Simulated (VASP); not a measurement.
# Si5C (P-62m) in VASP: a series of runs

Si5C is run at these levels: PBE; tasks: single point.

Everything below comes from runs of VASP 6.6.1. Logs are shortened: lines on timing, memory, paths and dates and some standing lists are left out, and cuts for length are marked.

## Step 1: The cell of the first run

It takes space group P-62m (No. 189, hexagonal). The conventional cell has a = 4.444 Å, b = 4.444 Å, c = 4.524 Å, α = 90.00°, β = 90.00°, γ = 120.00°. Within 3.4 Å of Si (site symmetry -6) lie 9 Si at 2.57 to 2.71 Å and 3 C at 2.57 Å. Within 3.3 Å of Si (site symmetry m2m) lie 10 Si at 2.51 to 2.71 Å and 2 C at 2.69 Å. C (site symmetry -62m) has 12 Si at 2.57 to 2.69 Å within 3.4 Å.

## Step 2: Single point, PBE

The input, INCAR:

```
SYSTEM = Si5C
PREC = Accurate
ENCUT = 520
EDIFF = 1E-6
ISMEAR = 0
SIGMA = 0.1
LREAL = .FALSE.
LASPH = .TRUE.
NELM = 80
ALGO = Normal
ISIF = 2
LWAVE = .FALSE.
LCHARG = .FALSE.
GGA = PE
NBANDS = 21
```

The input, KPOINTS:

```
Automatic mesh
0
G
  12 12 10
  0 0 0
```

The input, POSCAR:

```
Si5C
1.0
    4.4444341781      0.0000000000      0.0000000000
   -2.2222170891      3.8489929037      0.0000000000
    0.0000000000      0.0000000000      4.5237473650
Si C
5 1
Direct
    0.3333333333      0.6666666667      0.0000000000
    0.6666666667      0.3333333333      0.0000000000
    0.6737757685      0.6737757685      0.5000000000
    0.3262242315      0.0000000000      0.5000000000
    0.0000000000      0.3262242315      0.5000000000
    0.0000000000      0.0000000000      0.0000000000
```

Potentials or basis: VASP PAW PBE potentials, release 64 (Si, C).

Started as:

```bash
$ cat potpaw_PBE.64/Si/POTCAR potpaw_PBE.64/C/POTCAR > POTCAR
$ mpirun -np 1 vasp_std > vasp.out
```

OUTCAR:

```text
SYSTEM = Si5C
   PREC = Accurate
   ENCUT = 520
   EDIFF = 1E-6
   ISMEAR = 0
   LREAL = .FALSE.
   LASPH = .TRUE.
   NELM = 80
   ISIF = 2
   GGA = PE

 ion  position               nearest neighbor table
   1  0.333  0.667  0.000-   2 2.57   2 2.57   6 2.57   6 2.57   6 2.57   2 2.57   4 2.71   4 2.71
                             5 2.71   5 2.71   3 2.71   3 2.71
   2  0.667  0.333  0.000-   1 2.57   1 2.57   6 2.57   6 2.57   6 2.57   1 2.57   5 2.71   5 2.71
                             4 2.71   4 2.71   3 2.71   3 2.71
   3  0.674  0.674  0.500-   4 2.51   5 2.51   5 2.59   4 2.59   4 2.59   5 2.59   1 2.71   1 2.71
                             2 2.71   2 2.71
   4  0.326  0.000  0.500-   3 2.51   5 2.51   5 2.59   3 2.59   5 2.59   3 2.59   1 2.71   1 2.71
                             2 2.71   2 2.71
   5  0.000  0.326  0.500-   3 2.51   4 2.51   3 2.59   4 2.59   4 2.59   3 2.59   2 2.71   2 2.71
                             1 2.71   1 2.71
   6  0.000  0.000  0.000-   1 2.57   2 2.57   2 2.57   1 2.57   2 2.57   1 2.57

  LATTYP: Found a hexagonal cell.
 ALAT       =     4.4444341781
 C/A-ratio  =     1.0178455083

  Lattice vectors:

 A1 = (   4.4444341781,   0.0000000000,   0.0000000000)
 A2 = (  -2.2222170891,   3.8489929037,   0.0000000000)
 A3 = (   0.0000000000,   0.0000000000,   4.5237473650)

Analysis of symmetry for initial positions (statically):
=====================================================================
 Subroutine PRICEL returns:
 Original cell was already a primitive cell.

 Routine SETGRP: Setting up the symmetry group for a
 hexagonal supercell.

 Subroutine GETGRP returns: Found 12 space group operations
 (whereof 12 operations were pure point group operations)
 out of a pool of 24 trial point group operations.

The static configuration has the point symmetry D_3h.

Analysis of symmetry for dynamics (positions and initial velocities):
=====================================================================
 Subroutine PRICEL returns:
 Original cell was already a primitive cell.

 Routine SETGRP: Setting up the symmetry group for a
 hexagonal supercell.

 Subroutine GETGRP returns: Found 12 space group operations
 (whereof 12 operations were pure point group operations)
 out of a pool of 24 trial point group operations.

The dynamic configuration has the point symmetry D_3h.

 Subroutine INISYM returns: Found 12 space group operations
 (whereof 12 operations are pure point group operations),
 and found     1 'primitive' translations

----------------------------------------------------------------------------------------

                                     Primitive cell

  volume of cell :      77.3859

  direct lattice vectors                    reciprocal lattice vectors
     4.444434178  0.000000000  0.000000000     0.225000520  0.129904111  0.000000000
    -2.222217089  3.848992904  0.000000000     0.000000000  0.259808221  0.000000000
     0.000000000  0.000000000  4.523747365     0.000000000  0.000000000  0.221055669

  length of vectors
     4.444434178  4.444434178  4.523747365     0.259808221  0.259808221  0.221055669

  position of ions in fractional coordinates (direct lattice)
     0.333333333  0.666666667  0.000000000
     0.666666667  0.333333333  0.000000000
     0.673775769  0.673775769  0.500000000
     0.326224231  0.000000000  0.500000000
     0.000000000  0.326224231  0.500000000
     0.000000000  0.000000000  0.000000000

  ion indices of the primitive-cell ions
   primitive index   ion index
                 1           1
                 2           2
                 3           3
                 4           4
                 5           5
                 6           6

----------------------------------------------------------------------------------------

 KPOINTS: Automatic mesh

Automatic generation of k-mesh.
 Grid dimensions read from file:
 generate k-points for:   12   12   10

 Generating k-lattice:

  Cartesian coordinates                     Fractional coordinates (reciprocal lattice)
     0.018750043  0.010825343  0.000000000     0.083333333  0.000000000  0.000000000
     0.000000000  0.021650685  0.000000000     0.000000000  0.083333333  0.000000000
     0.000000000  0.000000000  0.022105567     0.000000000  0.000000000  0.100000000

  Length of vectors
     0.021650685  0.021650685  0.022105567

  Shift w.r.t. Gamma in fractional coordinates (k-lattice)
     0.000000000  0.000000000  0.000000000

 Subroutine IBZKPT returns following result:
 ===========================================

 Found    114 irreducible k-points:

 Following reciprocal coordinates:
            Coordinates               Weight
  0.000000  0.000000  0.000000      1.000000
  0.083333  0.000000  0.000000      6.000000
  0.166667  0.000000  0.000000      6.000000
  0.250000  0.000000  0.000000      6.000000
  0.333333  0.000000  0.000000      6.000000
  0.416667  0.000000  0.000000      6.000000
[... 16 lines left out ...]
  0.250000  0.000000  0.100000     12.000000
  0.333333  0.000000  0.100000     12.000000
 [... further k-points ...]
   k-points           NKPTS =    114   k-points in BZ     NKDIM =    114   number of bands    NBANDS=     21
   number of dos      NEDOS =    301   number of ions     NIONS =      6
   total plane-waves  NPLWV =  46656
   dimension x,y,z NGX =    36 NGY =   36 NGZ =   36
   dimension x,y,z NGXF=    72 NGYF=   72 NGZF=   72
   ions per type =               5   1
   NGX,Y,Z   is equivalent  to a cutoff of  13.47, 13.47, 13.23 a.u.
   NGXF,Y,Z  is equivalent  to a cutoff of  26.93, 26.93, 26.46 a.u.
 SYSTEM =  Si5C
   PREC   = accura    normal or accurate (medium, high low for compatibility)
   ISTART =      0    job   : 0-new  1-cont  2-samecut
   ICHARG =      2    charge: 1-file 2-atom 10-const
   ISPIN  =      1    spin polarized calculation?
   LNONCOLLINEAR =      F non collinear calculations
   LSORBIT =      F    spin-orbit coupling
   LASPH  =      T    aspherical Exc in radial PAW
   ENCUT  =  520.0 eV  38.22 Ry    6.18 a.u.   8.26  8.26  8.41*2*pi/ulx,y,z
   NELM   =     80;   NELMIN=  2; NELMDL= -5     # of ELM steps
   EDIFF  = 0.1E-05   stopping-criterion for ELM
   LREAL  =      F    real-space projection
   EDIFFG = 0.1E-04   stopping-criterion for IOM
   NSW    =      0    number of steps for IOM
   IBRION =     -1    ionic relax: 0-MD 1-quasi-New 2-CG
   NFREE  =      0    steps in history (QN), initial steepest desc. (CG)
   ISIF   =      2    stress and relaxation
   ISYM   =      2    0-nonsym 1-usesym 2-fastsym
   POTIM  = 0.5000    time-step for ionic-motion
   TEBEG  =    0.0;   TEEND  =   0.0 temperature during run
   PSTRESS=    0.0 pullay stress
   NELECT =      24.0000    total number of electrons
   NUPDOWN=      -1.0000    fix difference up-down
   EMIN   =  10.00;   EMAX   =-10.00  energy-range for DOS
   EFERMI =   0.00;   METHOD = LEGACY
   ISMEAR =     0;   SIGMA  =   0.10  broadening in eV -4-tet -1-fermi 0-gaus
   EFERMI_NEDOS =   21; number of points for ismear=-14 and -15
   IALGO  =     38    algorithm
   IMIX   =      4    mixing-type and parameters
     AMIX     =   0.40;   BMIX     =  1.00
     AMIX_MAG =   1.60;   BMIX_MAG =  1.00
  volume/ion in A,a.u.               =      12.90        87.04
  Fermi-wavevector in a.u.,A,eV,Ry     =   1.108131  2.094065 16.707345  1.227955
  Thomas-Fermi vector in A             =   2.244655
   LORBIT       =      0    0 simple, 1 ext, 2 COOP (PROOUT), +10 PAW based schemes
   GGA     = PE    functional components
   LHFCALC =     F    Hartree Fock is set to
   AEXX    =    0.0000 exact exchange contribution
   IVDW    =     0    specifies the selected vdW correction
   LEPSILON=     F    determine dielectric tensor
   LRPA    =     F    only Hartree local field effects (RPA)
 non-spin polarized calculation
 Gauss-broadening in eV      SIGMA  =   0.10
  energy-cutoff  :      520.00
  volume of cell :       77.39
 maximum number of plane-waves:      2102
 NGX is ok and might be reduce to    36
   NGX = 17   NGY = 17   NGZ = 17

 number of electron      24.0000001 magnetization

 Free energy of the ion-electron system (eV)
  ---------------------------------------------------
  ext. energy  EPLUGINS =         0.00000000
  ---------------------------------------------------
  free energy    TOTEN  =       -29.75092612 eV

  energy without entropy =      -29.74049289  energy(sigma->0) =      -29.74570950

 E-fermi :  10.1297     XC(G=0): -11.4336

 val. band max:       10.1283423610   @ k =   0.0833   0.0833   0.0000
 cond. band min:      10.1397943377   @ k =   0.0000   0.0000   0.1000
 fundamental gap:      0.0114519767
 Fermi energy:        10.1296685521

 k-point     1 :       0.0000    0.0000    0.0000
  band No.  band energies     occupation
      1      -4.9431      2.00000
      2       0.7964      2.00000
      3       2.7308      2.00000
      4       3.2846      2.00000
      5       4.3537      2.00000
      6       4.6681      2.00000
[... 13 lines left out ...]
     20      14.4760      0.00000
     21      14.4760      0.00000

 k-point     2 :       0.0833    0.0000    0.0000
  band No.  band energies     occupation
      1      -4.8767      2.00000
      2       0.8207      2.00000
      3       2.7945      2.00000
      4       2.8073      2.00000
      5       3.4920      2.00000
      6       4.1487      2.00000
[... 13 lines left out ...]
     20      14.7978      0.00000
     21      14.8958      0.00000

 k-point     3 :       0.1667    0.0000    0.0000
  band No.  band energies     occupation
      1      -4.6778      2.00000
      2       0.7952      2.00000
      3       1.8542      2.00000
      4       2.8962      2.00000
      5       2.9856      2.00000
      6       3.5859      2.00000
[... 13 lines left out ...]
     20      15.5293      0.00000
     21      15.9878      0.00000
[... 457 lines left out ...]
 k-point    23 :       0.2500    0.0000    0.1000
  band No.  band energies     occupation
      1      -4.2789      2.00000
      2       0.1823      2.00000
      3       1.0434      2.00000
      4       2.4230      2.00000
      5       3.2037      2.00000
      6       4.1003      2.00000
[... 13 lines left out ...]
     20      15.7695      0.00000
     21      16.2819      0.00000

 k-point    24 :       0.3333    0.0000    0.1000
  band No.  band energies     occupation
      1      -3.8188      2.00000
      2      -0.7308      2.00000
      3       1.2000      2.00000
      4       2.2334      2.00000
      5       2.8849      2.00000
      6       4.3243      2.00000
[... 13 lines left out ...]
     20      15.4176      0.00000
     21      16.4880      0.00000

 [... further k-points ...]
[... 5 lines left out ...]
  --------------------------------------------------------------------------------------
  -------------------------------------------------------------------------------------
  Total       -0.0226263     -0.0226263     -0.0090975      0.0000000     -0.0000000     -0.0000000
  in kB       -0.4684498     -0.4684498     -0.1883518      0.0000000     -0.0000000     -0.0000000
  external PRESSURE =      -0.3750838 kB  Pullay stress =       0.0000000 kB

 VOLUME and BASIS-vectors are now :
 -----------------------------------------------------------------------------
  energy-cutoff  :      520.00
  volume of cell :       77.39
      direct lattice vectors                 reciprocal lattice vectors
     4.444434178  0.000000000  0.000000000     0.225000520  0.129904111  0.000000000
    -2.222217089  3.848992904  0.000000000     0.000000000  0.259808221  0.000000000
     0.000000000  0.000000000  4.523747365     0.000000000  0.000000000  0.221055669

 POSITION                                       TOTAL-FORCE (eV/Angst)
 -----------------------------------------------------------------------------------
     -0.00000      2.56600      0.00000         0.000000      0.000000      0.000000
      2.22222      1.28300      0.00000         0.000000     -0.000000      0.000000
      1.49728      2.59336      2.26187        -0.000174     -0.000301     -0.000000
      1.44988      0.00000      2.26187         0.000348     -0.000000      0.000000
     -0.72494      1.25563      2.26187        -0.000174      0.000301      0.000000
      0.00000      0.00000      0.00000        -0.000000     -0.000000      0.000000
 -----------------------------------------------------------------------------------
    total drift:                                0.000000      0.000000     -0.000000

  FREE ENERGIE OF THE ION-ELECTRON SYSTEM (eV)
  ---------------------------------------------------
  free  energy   TOTEN  =       -29.7509261173 eV

  energy  without entropy=      -29.7404928891  energy(sigma->0) =      -29.74570950
```

Wall time 2 min (1 thread of Intel Xeon Platinum 8488C (Sapphire Rapids), shared host); peak memory 0.29 GiB.

What came out:

```yaml
Free_energy: -29.7509 eV
Pressure: 0.0 GPa
Band_gap_on_the_k_mesh: zero (bands 12 and 13 overlap by 5.03 eV)
```

Levels at points of the mesh, in eV from the Fermi level:
```tsv
k point	band 10	band 11	band 12	band 13	band 14	band 15
(0.00, 0.00, 0.00)	-1.55	-0.50	-0.50	-0.35	0.86	1.05
(0.50, 0.00, 0.00)	-1.89	-1.49	0.46	0.48	0.72	1.03
(0.00, 0.00, 0.50)	-3.37	-3.30	-3.30	-3.26	-3.26	-0.37
(0.50, 0.00, 0.50)	0.60	0.96	1.76	1.94	2.45	2.89
```

## Step 3: Single point, PBE, collinear spin

This run uses another cell than the first one, of 12.82 Å³/atom.

The input, INCAR:

```
SYSTEM = Si5C
  ALGO = Normal
  EDIFF = 1E-6
  ENCUT = 520
  GGA = PE
  ISIF = 2
  ISMEAR = 0
  ISPIN = 2
  LASPH = .TRUE.
  LCHARG = .TRUE.
  LELF = .TRUE.
  LORBIT = 11
  LREAL = .FALSE.
  LVHAR = .TRUE.
  LWAVE = .FALSE.
  MAGMOM = 0 0 0 0 0 1
  NBANDS = 25
  NELM = 150
  PREC = Accurate
  SIGMA = 0.1
```

The input, KPOINTS:

```
k-points
0
G
  6 6 4
  0 0 0
```

The input, POSCAR:

```
Si5C
1.0
    4.5290423360      0.0000000000      0.0000000000
   -2.2645211680      3.9222657178      0.0000000000
    0.0000000000      0.0000000000      4.3304995600
Si C
5 1
Direct
    0.3333333333      0.6666666667      0.0000000000
    0.6666666667      0.3333333333      0.0000000000
    0.6765835668      0.6765835668      0.5000000000
    0.3234164332      0.0000000000      0.5000000000
    0.0000000000      0.3234164332      0.5000000000
    0.0000000000      0.0000000000      0.0000000000
```

Potentials or basis: VASP PAW PBE potentials, release 64 (Si, C).

Started as:

```bash
$ cat potpaw_PBE.64/Si/POTCAR potpaw_PBE.64/C/POTCAR > POTCAR
$ mpirun -np 1 vasp_std > vasp.out
```

Run time: 62 s. Hardware: 1 thread of Intel Xeon Platinum 8488C (Sapphire Rapids), shared host; peak memory 0.24 GiB.

It converged, with:

```yaml
Free_energy: -29.8369 eV
Pressure: -0.1 GPa
Largest_force: 0.020 eV/Å
Band_gap_on_the_k_mesh: zero (filled and empty bands overlap)
Net_moment: 0.00 μB per cell
Valence_electrons_inside_the_program's_atomic_spheres: Si 1.54, 1.56 (each value once); C 2.10
```

Forces in eV/Å, atoms in the order of the input:
```
Si   0.000  0.000  0.000
Si   0.000  0.000  0.000
Si   0.010  0.017  0.000
Si  -0.020  0.000  0.000
Si   0.010 -0.017  0.000
C    0.000  0.000  0.000
```

Stress tensor (GPa, compression positive):
```
-0.20  0.00  0.00
 0.00 -0.20  0.00
 0.00  0.00  0.24
```

Levels at points of the mesh, in eV from the Fermi level:
Spin up:
```csv
k point,band 10,band 11,band 12,band 13,band 14,band 15
"(0.00, 0.00, 0.00)",-1.19,-0.70,-0.04,-0.04,0.65,1.16
"(0.50, 0.00, 0.00)",-1.68,-1.46,-0.12,0.16,0.39,0.53
"(0.00, 0.00, 0.50)",-3.82,-3.60,-3.60,-3.43,-3.43,0.53
"(0.50, 0.00, 0.50)",0.60,0.88,1.40,2.03,2.04,2.65
```
Spin down:
| k point | band 9 | band 10 | band 11 | band 12 | band 13 | band 14 | band 15 | band 16 |
| --- | --- | --- | --- | --- | --- | --- | --- | --- |
| (0.00, 0.00, 0.00) | -5.36 | -1.19 | -0.70 | -0.04 | -0.04 | 0.65 | 1.16 | 1.16 |
| (0.50, 0.00, 0.00) | -2.09 | -1.68 | -1.46 | -0.12 | 0.16 | 0.39 | 0.53 | 1.42 |
| (0.00, 0.00, 0.50) | -3.90 | -3.82 | -3.60 | -3.60 | -3.43 | -3.43 | 0.53 | 1.76 |
| (0.50, 0.00, 0.50) | 0.43 | 0.60 | 0.88 | 1.40 | 2.03 | 2.04 | 2.64 | 3.19 |

Caveat: the k points lie up to 0.36 Å⁻¹ apart, too coarse for converged energies and pressures of a metal.
